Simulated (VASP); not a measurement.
# MgS (Niningerite) (Fm-3m) in VASP: further runs, part 2 of 2

VASP 6.6.1. Earlier steps stand in the parts before.

## Step 4: Single point, PBE

INCAR reads:

```
SYSTEM = MgS
ALGO     = Normal         ! electronic algorithm
EDIFF    = 1E-6           ! SCF threshold, eV
ENCUT    = 520            ! plane-wave cutoff, eV
GGA      = PE             ! functional
ISIF     = 2              ! what is computed and relaxed
ISMEAR   = 0              ! smearing method
LASPH    = .TRUE.         ! aspherical terms in the spheres
LCHARG   = .FALSE.        ! write CHGCAR
LREAL    = .FALSE.        ! projectors in reciprocal space
LWAVE    = .FALSE.        ! write WAVECAR
NBANDS   = 11             ! bands
NELM     = 100            ! most SCF steps
PREC     = Accurate       ! precision mode
SIGMA    = 0.020999999999999998 ! smearing width, eV
```

KPOINTS reads:

```
k-points
0
G
  9 9 9
  0 0 0
```

POSCAR reads:

```
MgS
1.0
    0.0000000000      2.6016500000      2.6016500000
    2.6016500000      0.0000000000      2.6016500000
    2.6016500000      2.6016500000      0.0000000000
S Mg
1 1
Direct
    0.5000000000      0.5000000000      0.5000000000
    0.0000000000      0.0000000000      0.0000000000
```

Potentials or basis: VASP PAW PBE potentials, release 64 (S, Mg).

The run is started by

```bash
cat potpaw_PBE.64/S/POTCAR potpaw_PBE.64/Mg/POTCAR > POTCAR
mpirun -np 1 vasp_std > vasp.out
```

OUTCAR:

```text
SYSTEM = MgS
   EDIFF = 1E-6
   ENCUT = 520
   GGA = PE
   ISIF = 2
   ISMEAR = 0
   LASPH = .TRUE.
   LREAL = .FALSE.
   NELM = 100
   PREC = Accurate

 ion  position               nearest neighbor table
   1  0.500  0.500  0.500-   2 2.60   2 2.60   2 2.60   2 2.60   2 2.60   2 2.60
   2  0.000  0.000  0.000-   1 2.60   1 2.60   1 2.60   1 2.60   1 2.60   1 2.60

  LATTYP: Found a face centered cubic cell.
 ALAT       =     5.2033000000

  Lattice vectors:

 A1 = (   0.0000000000,   2.6016500000,   2.6016500000)
 A2 = (   2.6016500000,   0.0000000000,   2.6016500000)
 A3 = (   2.6016500000,   2.6016500000,   0.0000000000)

Analysis of symmetry for initial positions (statically):
[... 33 lines left out ...]
                                     Primitive cell

  volume of cell :      35.2190

  direct lattice vectors                    reciprocal lattice vectors
     0.000000000  2.601650000  2.601650000    -0.192185728  0.192185728  0.192185728
     2.601650000  0.000000000  2.601650000     0.192185728 -0.192185728  0.192185728
     2.601650000  2.601650000  0.000000000     0.192185728  0.192185728 -0.192185728

  length of vectors
     3.679288715  3.679288715  3.679288715     0.332875446  0.332875446  0.332875446

  position of ions in fractional coordinates (direct lattice)
[... 8 lines left out ...]
----------------------------------------------------------------------------------------

 KPOINTS: k-points

Automatic generation of k-mesh.
 Grid dimensions read from file:
 generate k-points for:    9    9    9

 Generating k-lattice:

  Cartesian coordinates                     Fractional coordinates (reciprocal lattice)
    -0.021353970  0.021353970  0.021353970     0.111111111  0.000000000  0.000000000
     0.021353970 -0.021353970  0.021353970     0.000000000  0.111111111  0.000000000
     0.021353970  0.021353970 -0.021353970     0.000000000  0.000000000  0.111111111

  Length of vectors
     0.036986161  0.036986161  0.036986161

  Shift w.r.t. Gamma in fractional coordinates (k-lattice)
     0.000000000  0.000000000  0.000000000

 Subroutine IBZKPT returns following result:
 ===========================================

 Found     35 irreducible k-points:

 Following reciprocal coordinates:
            Coordinates               Weight
  0.000000  0.000000  0.000000      1.000000
  0.111111  0.000000  0.000000      8.000000
  0.222222  0.000000  0.000000      8.000000
  0.333333  0.000000  0.000000      8.000000
  0.444444  0.000000  0.000000      8.000000
  0.111111  0.111111  0.000000      6.000000
[... 16 lines left out ...]
 -0.333333  0.333333  0.000000     12.000000
  0.444444  0.444444  0.000000      6.000000
 [... further k-points ...]
   k-points           NKPTS =     35   k-points in BZ     NKDIM =     35   number of bands    NBANDS=     11
   number of dos      NEDOS =    301   number of ions     NIONS =      2
   total plane-waves  NPLWV =  21952
   dimension x,y,z NGX =    28 NGY =   28 NGZ =   28
   dimension x,y,z NGXF=    56 NGYF=   56 NGZF=   56
   ions per type =               1   1
   NGX,Y,Z   is equivalent  to a cutoff of  12.65, 12.65, 12.65 a.u.
   NGXF,Y,Z  is equivalent  to a cutoff of  25.30, 25.30, 25.30 a.u.
 SYSTEM =  MgS
   PREC   = accura    normal or accurate (medium, high low for compatibility)
   ISTART =      0    job   : 0-new  1-cont  2-samecut
   ICHARG =      2    charge: 1-file 2-atom 10-const
   ISPIN  =      1    spin polarized calculation?
   LNONCOLLINEAR =      F non collinear calculations
   LSORBIT =      F    spin-orbit coupling
   LASPH  =      T    aspherical Exc in radial PAW
   ENCUT  =  520.0 eV  38.22 Ry    6.18 a.u.   6.84  6.84  6.84*2*pi/ulx,y,z
   NELM   =    100;   NELMIN=  2; NELMDL= -5     # of ELM steps
   EDIFF  = 0.1E-05   stopping-criterion for ELM
   LREAL  =      F    real-space projection
   EDIFFG = 0.1E-04   stopping-criterion for IOM
   NSW    =      0    number of steps for IOM
   IBRION =     -1    ionic relax: 0-MD 1-quasi-New 2-CG
[... 8 lines left out ...]
   EMIN   =  10.00;   EMAX   =-10.00  energy-range for DOS
   EFERMI =   0.00;   METHOD = LEGACY
   ISMEAR =     0;   SIGMA  =   0.02  broadening in eV -4-tet -1-fermi 0-gaus
   EFERMI_NEDOS =   21; number of points for ismear=-14 and -15
   IALGO  =     38    algorithm
   IMIX   =      4    mixing-type and parameters
     AMIX     =   0.40;   BMIX     =  1.00
     AMIX_MAG =   1.60;   BMIX_MAG =  1.00
  volume/ion in A,a.u.               =      17.61       118.83
  Fermi-wavevector in a.u.,A,eV,Ry     =   0.998878  1.887606 13.575323  0.997758
  Thomas-Fermi vector in A             =   2.131131
   LORBIT       =      0    0 simple, 1 ext, 2 COOP (PROOUT), +10 PAW based schemes
   GGA     = PE    functional components
   LHFCALC =     F    Hartree Fock is set to
   AEXX    =    0.0000 exact exchange contribution
   IVDW    =     0    specifies the selected vdW correction
   LEPSILON=     F    determine dielectric tensor
   LRPA    =     F    only Hartree local field effects (RPA)
 non-spin polarized calculation
 Gauss-broadening in eV      SIGMA  =   0.02
  energy-cutoff  :      520.00
  volume of cell :       35.22
 maximum number of plane-waves:       958
   NGX = 13   NGY = 13   NGZ = 13

 number of electron       8.0000000 magnetization

 Free energy of the ion-electron system (eV)
  ---------------------------------------------------
  ext. energy  EPLUGINS =         0.00000000
  ---------------------------------------------------
  free energy    TOTEN  =        -8.50202859 eV

  energy without entropy =       -8.50202859  energy(sigma->0) =       -8.50202859

 E-fermi :   3.8946     XC(G=0):  -9.6883

 val. band max:        3.7250049857   @ k =   0.0000   0.0000   0.0000
 cond. band min:       6.6304625085   @ k =   0.4444   0.4444   0.0000
 fundamental gap:      2.9054575228
 Fermi energy:         3.8946176753

 k-point     1 :       0.0000    0.0000    0.0000
  band No.  band energies     occupation
      1      -8.9418      2.00000
      2       3.7250      2.00000
      3       3.7250      2.00000
      4       3.7250      2.00000
      5       7.4352      0.00000
      6      11.6798      0.00000
      7      11.6798      0.00000
      8      11.6798      0.00000
      9      14.0749      0.00000
     10      14.0749      0.00000
     11      16.2633      0.00000

 k-point     2 :       0.1111    0.0000    0.0000
  band No.  band energies     occupation
      1      -8.8219      2.00000
      2       2.8604      2.00000
      3       3.6439      2.00000
      4       3.6439      2.00000
      5       8.1168      0.00000
      6      11.3910      0.00000
      7      11.8946      0.00000
      8      11.8946      0.00000
      9      13.5118      0.00000
     10      13.5118      0.00000
     11      16.4977      0.00000

 k-point     3 :       0.2222    0.0000    0.0000
  band No.  band energies     occupation
      1      -8.4894      2.00000
      2       1.3041      2.00000
      3       3.4553      2.00000
      4       3.4553      2.00000
      5       8.6953      0.00000
      6      11.7124      0.00000
      7      11.7124      0.00000
      8      11.7328      0.00000
      9      13.7125      0.00000
     10      13.7125      0.00000
     11      15.7877      0.00000

 k-point     4 :       0.3333    0.0000    0.0000
  band No.  band energies     occupation
      1      -8.0423      2.00000
      2      -0.1140      2.00000
      3       3.2645      2.00000
      4       3.2645      2.00000
      5       8.5087      0.00000
      6      11.0648      0.00000
      7      11.0648      0.00000
      8      13.0702      0.00000
      9      15.2395      0.00000
     10      15.2395      0.00000
     11      15.2838      0.00000
[... 239 lines left out ...]
 k-point    22 :      -0.4444    0.3333    0.0000
  band No.  band energies     occupation
      1      -7.3050      2.00000
      2      -0.1486      2.00000
      3       0.9454      2.00000
      4       2.3332      2.00000
      5       7.5776      0.00000
      6      10.0595      0.00000
      7      13.5459      0.00000
      8      13.6452      0.00000
      9      16.1394      0.00000
     10      17.8847      0.00000
     11      20.2466      0.00000

 k-point    23 :      -0.3333    0.3333    0.0000
  band No.  band energies     occupation
      1      -7.3344      2.00000
      2       0.0999      2.00000
      3       0.4069      2.00000
      4       2.5884      2.00000
      5       8.1560      0.00000
      6      11.4442      0.00000
      7      12.6336      0.00000
      8      12.9753      0.00000
      9      15.4547      0.00000
     10      16.1778      0.00000
     11      20.4241      0.00000

 k-point    24 :       0.4444    0.4444    0.0000
  band No.  band energies     occupation
      1      -7.3314      2.00000
      2      -0.3721      2.00000
      3       2.0815      2.00000
      4       2.0815      2.00000
      5       6.6305      0.00000
      6       8.1832      0.00000
      7      15.3721      0.00000
      8      16.4282      0.00000
      9      16.7273      0.00000
     10      16.7273      0.00000
     11      19.9795      0.00000

 [... further k-points ...]
[... 5 lines left out ...]
  --------------------------------------------------------------------------------------
  -------------------------------------------------------------------------------------
  Total        0.1887752      0.1887752      0.1887752      0.0000000     -0.0000000     -0.0000000
  in kB        8.5877422      8.5877422      8.5877422      0.0000000     -0.0000000     -0.0000000
  external PRESSURE =       8.5877422 kB  Pullay stress =       0.0000000 kB

 VOLUME and BASIS-vectors are now :
 -----------------------------------------------------------------------------
  energy-cutoff  :      520.00
  volume of cell :       35.22
      direct lattice vectors                 reciprocal lattice vectors
     0.000000000  2.601650000  2.601650000    -0.192185728  0.192185728  0.192185728
     2.601650000  0.000000000  2.601650000     0.192185728 -0.192185728  0.192185728
     2.601650000  2.601650000  0.000000000     0.192185728  0.192185728 -0.192185728

 POSITION                                       TOTAL-FORCE (eV/Angst)
 -----------------------------------------------------------------------------------
      2.60165      2.60165      2.60165        -0.000000     -0.000000     -0.000000
      0.00000      0.00000      0.00000         0.000000      0.000000      0.000000
 -----------------------------------------------------------------------------------
    total drift:                                0.000000      0.000000      0.000000

  FREE ENERGIE OF THE ION-ELECTRON SYSTEM (eV)
  ---------------------------------------------------
  free  energy   TOTEN  =        -8.5020285913 eV

  energy  without entropy=       -8.5020285913  energy(sigma->0) =       -8.50202859
```

It took 9.6 s on 1 thread of Intel Xeon Platinum 8375C at 2.90GHz (Ice Lake), shared host; peak memory 0.16 GiB.

Results:

- Free energy: -8.5020 eV
- Pressure: 0.9 GPa
- Band gap on the k mesh: 2.91 eV, indirect (least direct gap 3.71 eV)

Levels at points of the mesh, in eV from the valence-band top:
| k point | band 1 | band 2 | band 3 | band 4 | band 5 | band 6 | band 7 | band 8 |
| --- | --- | --- | --- | --- | --- | --- | --- | --- |
| (0.00, 0.00, 0.00) | -12.67 | 0.00 | 0.00 | 0.00 | 3.71 | 7.95 | 7.95 | 7.95 |

A k mesh can miss the band edges. Expect the measured gap to be larger: semilocal functionals such as PBE lack the derivative discontinuity.

## Step 5: Single point, PBE

INCAR reads:

```
PREC = Accurate
ENCUT = 520
EDIFF = 1E-6
ISMEAR = 0
SIGMA = 0.022
LREAL = F
LASPH = T
NELM = 80
ALGO = Normal
ISIF = 2
LWAVE = F
LCHARG = T
GGA = PE
LELF = T
LVHAR = T
NBANDS = 11
```

KPOINTS reads:

```
regular mesh
0
Gamma
  9 9 9
```

POSCAR is that of step 4.

The run is started by

```bash
cat potpaw_PBE.64/S/POTCAR potpaw_PBE.64/Mg/POTCAR > POTCAR
mpirun -np 1 vasp_std > vasp.out
```

Wall time 10 s (1 thread of Intel Xeon Platinum 8375C at 2.90GHz (Ice Lake), shared host); peak memory 0.16 GiB.

It converged, with:

- Free energy: -8.5020 eV
- Pressure: 0.9 GPa
- Band gap on the k mesh: 2.91 eV, indirect (least direct gap 3.71 eV)

Levels at points of the mesh, in eV from the valence-band top:
```
           k point  band 1  band 2  band 3  band 4  band 5  band 6  band 7  band 8  band 9
(0.00, 0.00, 0.00)  -12.67    0.00    0.00    0.00    3.71    7.95    7.95    7.95   10.35
```

## Step 6: The runs side by side

| smearing | gap on the mesh (eV) | pressure (GPa) |
| --- | --- | --- |
| gaussian 0.018 eV | 2.91 | 0.9 |
| gaussian 0.019 eV | 2.91 | 0.9 |
| gaussian 0.021 eV | 2.91 | 0.9 |
| gaussian 0.022 eV | 2.91 | 0.9 |

Alike in all rows: task single point; level PBE; potentials or basis VASP PAW PBE potentials, release 64 (S, Mg); no spin polarisation; cell as given; k mesh 9 × 9 × 9; cutoff (eV) 520.

On the cell as given the gap runs from 2.91 eV (PBE) to 2.91 eV (PBE).

Total energies depend on the potentials used, so only differences within one code and one set of settings carry meaning.
